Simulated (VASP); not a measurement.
# Zn8Se7S (an interface model) in VASP: single point with PBEsol

Aim: the single point of Zn8Se7S (an interface model) with PBEsol.

Program: VASP 6.6.1. These are calculated values, not measurements. Logs are shortened: lines on timing, memory, paths and dates and some standing lists are left out, and cuts for length are marked.

## (1) The cell of the first run

The cell holds layers of an interface, 16 atoms: a = 3.983 Å, b = 3.983 Å, c = 22.291 Å, α = 90.00°, β = 90.00°, γ = 90.00°.

## (2) Single point, PBEsol

INCAR reads:

```
PREC     = Accurate       # precision mode
ENCUT    = 400            # plane-wave cutoff, eV
EDIFF    = 1E-6           # SCF threshold, eV
ISMEAR   = -1             # smearing method
SIGMA    = 0.05           # smearing width, eV
LREAL    = False          # projectors in reciprocal space
LASPH    = True           # aspherical terms in the spheres
NELM     = 120            # most SCF steps
ALGO     = Normal         # electronic algorithm
ISIF     = 2              # what is computed and relaxed
LWAVE    = False          # write WAVECAR
LCHARG   = False          # write CHGCAR
GGA      = PS             # functional
NBANDS   = 86             # bands
GGA_COMPAT= False
```

KPOINTS reads:

```
Automatic mesh
0
Gamma
  6 6 1
```

POSCAR reads:

```
Zn8Se7S
1.0
    2.8166860000      2.8166860000      0.0000000000
   -2.8166860000      2.8166860000      0.0000000000
    0.0000000000      0.0000000000     22.2910250000
Zn Se S
8 7 1
Direct
    0.0000000000      0.0000000000      0.0000000000
    0.0000000000      0.0000000000      0.2527190000
    0.0000000000      0.0000000000      0.5054390000
    0.0000000000      0.0000000000      0.7581580000
    0.5000000000      0.5000000000      0.1263600000
    0.5000000000      0.5000000000      0.3790790000
    0.5000000000      0.5000000000      0.6317980000
    0.5000000000      0.5000000000      0.8845180000
    0.5000000000      0.0000000000      0.0631800000
    0.5000000000      0.0000000000      0.3158990000
    0.5000000000      0.0000000000      0.5686180000
    0.5000000000      0.0000000000      0.8213380000
    0.0000000000      0.5000000000      0.1895390000
    0.0000000000      0.5000000000      0.4422590000
    0.0000000000      0.5000000000      0.6949780000
    0.0000000000      0.5000000000      0.9422590000
```

Potentials or basis: VASP PAW PBE potentials, release 64 (Zn, Se, S).

The run is started by

```bash
cat potpaw_PBE.64/Zn/POTCAR potpaw_PBE.64/Se/POTCAR potpaw_PBE.64/S/POTCAR > POTCAR
mpirun -np 1 vasp_std > vasp.out
```

OUTCAR:

```text
PREC = Accurate
   ENCUT = 400
   EDIFF = 1E-6
   ISMEAR = -1
   LREAL = False
   LASPH = True
   NELM = 120
   ISIF = 2
   GGA = PS

 ion  position               nearest neighbor table
   1  0.000  0.000  0.000-  16 2.37  16 2.37   9 2.44   9 2.44
   2  0.000  0.000  0.253-  13 2.44  13 2.44  10 2.44  10 2.44
   3  0.000  0.000  0.505-  11 2.44  11 2.44  14 2.44  14 2.44
   4  0.000  0.000  0.758-  12 2.44  12 2.44  15 2.44  15 2.44
   5  0.500  0.500  0.126-  13 2.44  13 2.44   9 2.44   9 2.44
   6  0.500  0.500  0.379-  10 2.44  10 2.44  14 2.44  14 2.44
[... 8 lines left out ...]
  15  0.000  0.500  0.695-   7 2.44   7 2.44   4 2.44   4 2.44
  16  0.000  0.500  0.942-   1 2.37   8 2.37   1 2.37   8 2.37

  LATTYP: Found a simple tetragonal cell.
 ALAT       =     3.9833955421
 C/A-ratio  =     5.5959858277

  Lattice vectors:

 A1 = (   2.8166860000,   2.8166860000,   0.0000000000)
 A2 = (  -2.8166860000,   2.8166860000,   0.0000000000)
 A3 = (   0.0000000000,   0.0000000000,  22.2910250000)

Analysis of symmetry for initial positions (statically):
=====================================================================
 Subroutine PRICEL returns:
 Original cell was already a primitive cell.

 Routine SETGRP: Setting up the symmetry group for a
 simple tetragonal supercell.

 Subroutine GETGRP returns: Found  8 space group operations
 (whereof  4 operations were pure point group operations)
 out of a pool of 16 trial point group operations.

The static configuration has the point symmetry C_2v.
 The point group associated with its full space group is D_2d.

Analysis of symmetry for dynamics (positions and initial velocities):
=====================================================================
 Subroutine PRICEL returns:
 Original cell was already a primitive cell.

 Routine SETGRP: Setting up the symmetry group for a
 simple tetragonal supercell.

 Subroutine GETGRP returns: Found  8 space group operations
 (whereof  4 operations were pure point group operations)
 out of a pool of 16 trial point group operations.

The dynamic configuration has the point symmetry C_2v.
 The point group associated with its full space group is D_2d.

 Subroutine INISYM returns: Found  8 space group operations
 (whereof  4 operations are pure point group operations),
 and found     1 'primitive' translations

----------------------------------------------------------------------------------------

                                     Primitive cell

  volume of cell :     353.7015

  direct lattice vectors                    reciprocal lattice vectors
     2.816686000  2.816686000  0.000000000     0.177513574  0.177513574  0.000000000
    -2.816686000  2.816686000  0.000000000    -0.177513574  0.177513574  0.000000000
     0.000000000  0.000000000 22.291025000     0.000000000  0.000000000  0.044861104

  length of vectors
     3.983395542  3.983395542 22.291025000     0.251042105  0.251042105  0.044861104

  position of ions in fractional coordinates (direct lattice)
     0.000000000  0.000000000  0.000000000
     0.000000000  0.000000000  0.252719000
     0.000000000  0.000000000  0.505439000
     0.000000000  0.000000000  0.758158000
     0.500000000  0.500000000  0.126360000
     0.500000000  0.500000000  0.379079000
[... 8 lines left out ...]
     0.000000000  0.500000000  0.694978000
     0.000000000  0.500000000  0.942259000

  ion indices of the primitive-cell ions
   primitive index   ion index
                 1           1
                 2           2
                 3           3
                 4           4
                 5           5
                 6           6
[... 8 lines left out ...]
                15          15
                16          16

----------------------------------------------------------------------------------------

 KPOINTS: Automatic mesh

Automatic generation of k-mesh.
 Grid dimensions read from file:
 generate k-points for:    6    6    1

 Generating k-lattice:

  Cartesian coordinates                     Fractional coordinates (reciprocal lattice)
     0.029585596  0.029585596  0.000000000     0.166666667  0.000000000  0.000000000
    -0.029585596  0.029585596  0.000000000     0.000000000  0.166666667  0.000000000
     0.000000000  0.000000000  0.044861104     0.000000000  0.000000000  1.000000000

  Length of vectors
     0.041840351  0.041840351  0.044861104

  Shift w.r.t. Gamma in fractional coordinates (k-lattice)
     0.000000000  0.000000000  0.000000000

 Subroutine IBZKPT returns following result:
 ===========================================

 Found     10 irreducible k-points:

 Following reciprocal coordinates:
            Coordinates               Weight
  0.000000  0.000000  0.000000      1.000000
  0.166667  0.000000  0.000000      4.000000
  0.333333  0.000000  0.000000      4.000000
  0.500000  0.000000  0.000000      2.000000
  0.166667  0.166667  0.000000      4.000000
  0.333333  0.166667  0.000000      8.000000
  0.500000  0.166667  0.000000      4.000000
  0.333333  0.333333  0.000000      4.000000
  0.500000  0.333333  0.000000      4.000000
  0.500000  0.500000  0.000000      1.000000
   k-points           NKPTS =     10   k-points in BZ     NKDIM =     10   number of bands    NBANDS=     86
   number of dos      NEDOS =    301   number of ions     NIONS =     16
   total plane-waves  NPLWV = 117600
   dimension x,y,z NGX =    28 NGY =   28 NGZ =  150
   dimension x,y,z NGXF=    56 NGYF=   56 NGZF=  300
   ions per type =               8   7   1
   NGX,Y,Z   is equivalent  to a cutoff of  11.69, 11.69, 11.19 a.u.
   NGXF,Y,Z  is equivalent  to a cutoff of  23.37, 23.37, 22.37 a.u.
 SYSTEM =  unknown system
   PREC   = accura    normal or accurate (medium, high low for compatibility)
   ISTART =      0    job   : 0-new  1-cont  2-samecut
   ICHARG =      2    charge: 1-file 2-atom 10-const
   ISPIN  =      1    spin polarized calculation?
   LNONCOLLINEAR =      F non collinear calculations
   LSORBIT =      F    spin-orbit coupling
   LASPH  =      T    aspherical Exc in radial PAW
   ENCUT  =  400.0 eV  29.40 Ry    5.42 a.u.   6.50  6.50 36.35*2*pi/ulx,y,z
   NELM   =    120;   NELMIN=  2; NELMDL= -5     # of ELM steps
   EDIFF  = 0.1E-05   stopping-criterion for ELM
   LREAL  =      F    real-space projection
[... 7 lines left out ...]
   TEBEG  =    0.0;   TEEND  =   0.0 temperature during run
   PSTRESS=    0.0 pullay stress
   NELECT =     144.0000    total number of electrons
   NUPDOWN=      -1.0000    fix difference up-down
   EMIN   =  10.00;   EMAX   =-10.00  energy-range for DOS
   EFERMI =   0.00;   METHOD = LEGACY
   ISMEAR =    -1;   SIGMA  =   0.05  broadening in eV -4-tet -1-fermi 0-gaus
   EFERMI_NEDOS =   21; number of points for ismear=-14 and -15
   IALGO  =     38    algorithm
   IMIX   =      4    mixing-type and parameters
     AMIX     =   0.40;   BMIX     =  1.00
     AMIX_MAG =   1.60;   BMIX_MAG =  1.00
  volume/ion in A,a.u.               =      22.11       149.18
  Fermi-wavevector in a.u.,A,eV,Ry     =   1.213342  2.292885 20.030493  1.472200
  Thomas-Fermi vector in A             =   2.348797
   LORBIT       =      0    0 simple, 1 ext, 2 COOP (PROOUT), +10 PAW based schemes
   GGA     = PS    functional components
   LHFCALC =     F    Hartree Fock is set to
   AEXX    =    0.0000 exact exchange contribution
   IVDW    =     0    specifies the selected vdW correction
   LEPSILON=     F    determine dielectric tensor
   LRPA    =     F    only Hartree local field effects (RPA)
 non-spin polarized calculation
  energy-cutoff  :      400.00
  volume of cell :      353.70
 maximum number of plane-waves:      6513
 NGX is ok and might be reduce to    28
   NGX = 13   NGY = 13   NGZ = 73

 number of electron     144.0000145 magnetization

 Free energy of the ion-electron system (eV)
  ---------------------------------------------------
  ext. energy  EPLUGINS =         0.00000000
  ---------------------------------------------------
  free energy    TOTEN  =       -54.90627995 eV

  energy without entropy =      -54.90627958  energy(sigma->0) =      -54.90627977

 E-fermi :   2.3406     XC(G=0):  -9.6189

 val. band max:        1.6679116290   @ k =   0.0000   0.0000   0.0000
 cond. band min:       2.9537700278   @ k =   0.0000   0.0000   0.0000
 fundamental gap:      1.2858583988
 Fermi energy:         2.3405955115

 k-point     1 :       0.0000    0.0000    0.0000
  band No.  band energies     occupation
      1     -11.6963      2.00000
      2     -11.5612      2.00000
      3     -11.5420      2.00000
      4     -11.1912      2.00000
      5     -11.1664      2.00000
      6     -10.7795      2.00000
[... 76 lines left out ...]
     83       5.5242      0.00000
     84       5.6695      0.00000

 k-point     2 :       0.1667    0.0000    0.0000
  band No.  band energies     occupation
      1     -11.5721      2.00000
      2     -11.4492      2.00000
      3     -11.4299      2.00000
      4     -11.1158      2.00000
      5     -11.0918      2.00000
      6     -10.7549      2.00000
[... 76 lines left out ...]
     83       6.3579      0.00000
     84       6.6220      0.00000

 k-point     3 :       0.3333    0.0000    0.0000
  band No.  band energies     occupation
      1     -11.2521      2.00000
      2     -11.1703      2.00000
      3     -11.1502      2.00000
      4     -10.9551      2.00000
      5     -10.9337      2.00000
      6     -10.7468      2.00000
[... 76 lines left out ...]
     83       7.5137      0.00000
     84       7.7203      0.00000

 k-point     4 :       0.5000    0.0000    0.0000
  band No.  band energies     occupation
      1     -10.8946      2.00000
      2     -10.8942      2.00000
      3     -10.8859      2.00000
      4     -10.8832      2.00000
      5     -10.8808      2.00000
      6     -10.8790      2.00000
[... 76 lines left out ...]
     83       7.6890      0.00000
     84       7.7228      0.00000

 k-point     5 :       0.1667    0.1667    0.0000
  band No.  band energies     occupation
      1     -11.4531      2.00000
      2     -11.3418      2.00000
      3     -11.3224      2.00000
      4     -11.0420      2.00000
      5     -11.0190      2.00000
      6     -10.7255      2.00000
[... 76 lines left out ...]
     83       6.5029      0.00000
     84       6.5207      0.00000

 k-point     6 :       0.3333    0.1667    0.0000
  band No.  band energies     occupation
      1     -11.1504      2.00000
      2     -11.0772      2.00000
      3     -11.0575      2.00000
      4     -10.8851      2.00000
      5     -10.8648      2.00000
      6     -10.7016      2.00000
[... 76 lines left out ...]
     83       7.0967      0.00000
     84       7.1369      0.00000

 k-point     7 :       0.5000    0.1667    0.0000
  band No.  band energies     occupation
      1     -10.8233      2.00000
      2     -10.8233      2.00000
      3     -10.8163      2.00000
      4     -10.8139      2.00000
      5     -10.8106      2.00000
      6     -10.8105      2.00000
[... 76 lines left out ...]
     83       7.1952      0.00000
     84       7.2897      0.00000

 k-point     8 :       0.3333    0.3333    0.0000
  band No.  band energies     occupation
      1     -10.9039      2.00000
      2     -10.8577      2.00000
      3     -10.8391      2.00000
      4     -10.7369      2.00000
      5     -10.7199      2.00000
      6     -10.6291      2.00000
[... 76 lines left out ...]
     83       6.2330      0.00000
     84       6.5032      0.00000

 k-point     9 :       0.5000    0.3333    0.0000
  band No.  band energies     occupation
      1     -10.6729      2.00000
      2     -10.6726      2.00000
      3     -10.6688      2.00000
      4     -10.6675      2.00000
      5     -10.6656      2.00000
      6     -10.6615      2.00000
[... 76 lines left out ...]
     83       6.7691      0.00000
     84       6.7732      0.00000

 k-point    10 :       0.5000    0.5000    0.0000
  band No.  band energies     occupation
      1     -10.5928      2.00000
      2     -10.5926      2.00000
      3     -10.5905      2.00000
      4     -10.5899      2.00000
      5     -10.5887      2.00000
      6     -10.5819      2.00000
[... 76 lines left out ...]
     83       6.0383      0.00000
     84       6.0384      0.00000
 [bands above 84 left out]

------------------------ aborting loop because EDIFF is reached ----------------------------------------

  FORCE on cell =-STRESS in cart. coord.  units (eV):
  Direction    XX          YY          ZZ          XY          YZ          ZX
  --------------------------------------------------------------------------------------
  -------------------------------------------------------------------------------------
  Total       -1.3252597     -1.3252597     -0.5673498      0.0000000      0.0000000      0.0000000
  in kB       -6.0030876     -6.0030876     -2.5699494      0.0000000      0.0000000      0.0000000
  external PRESSURE =      -4.8587082 kB  Pullay stress =       0.0000000 kB

 VOLUME and BASIS-vectors are now :
 -----------------------------------------------------------------------------
  energy-cutoff  :      400.00
  volume of cell :      353.70
      direct lattice vectors                 reciprocal lattice vectors
     2.816686000  2.816686000  0.000000000     0.177513574  0.177513574  0.000000000
    -2.816686000  2.816686000  0.000000000    -0.177513574  0.177513574  0.000000000
     0.000000000  0.000000000 22.291025000     0.000000000  0.000000000  0.044861104

 POSITION                                       TOTAL-FORCE (eV/Angst)
 -----------------------------------------------------------------------------------
      0.00000      0.00000      0.00000         0.000000      0.000000     -0.128862
      0.00000      0.00000      5.63337         0.000000      0.000000     -0.001187
      0.00000      0.00000     11.26675        -0.000000     -0.000000      0.000402
      0.00000      0.00000     16.90012         0.000000      0.000000      0.016958
      0.00000      2.81669      2.81669        -0.000000     -0.000000     -0.016958
      0.00000      2.81669      8.45006         0.000000      0.000000     -0.000402
[... 8 lines left out ...]
     -1.40834      1.40834     15.49177        -0.000000     -0.000000      0.000485
     -1.40834      1.40834     21.00392         0.000000      0.000000     -0.000000
 -----------------------------------------------------------------------------------
    total drift:                                0.000000      0.000000      0.018762

  FREE ENERGIE OF THE ION-ELECTRON SYSTEM (eV)
  ---------------------------------------------------
  free  energy   TOTEN  =       -54.9062799510 eV

  energy  without entropy=      -54.9062795813  energy(sigma->0) =      -54.90627977
```

It took 5.4 min on 1 thread of AMD EPYC 7R43 (Zen 3), shared host; peak memory 0.37 GiB.

What came out:

```
Free energy            : -54.9063 eV
Pressure               : -0.5 GPa
Largest force          : 0.129 eV/Å
Band gap on the k mesh : 1.29 eV
```

Forces on the atoms (eV/Å):
```
Zn   0.000  0.000 -0.129
Zn   0.000  0.000 -0.001
Zn   0.000  0.000  0.000
Zn   0.000  0.000  0.017
Zn   0.000  0.000 -0.017
Zn   0.000  0.000  0.000
Zn   0.000  0.000  0.001
Zn   0.000  0.000  0.129
Se   0.000  0.000 -0.015
Se   0.000  0.000  0.000
Se   0.000  0.000  0.000
Se   0.000  0.000  0.015
Se   0.000  0.000  0.000
Se   0.000  0.000  0.000
Se   0.000  0.000  0.000
S    0.000  0.000  0.000
```

Caveat: the PAW data sets were made with another functional, which shifts forces and pressure a little.
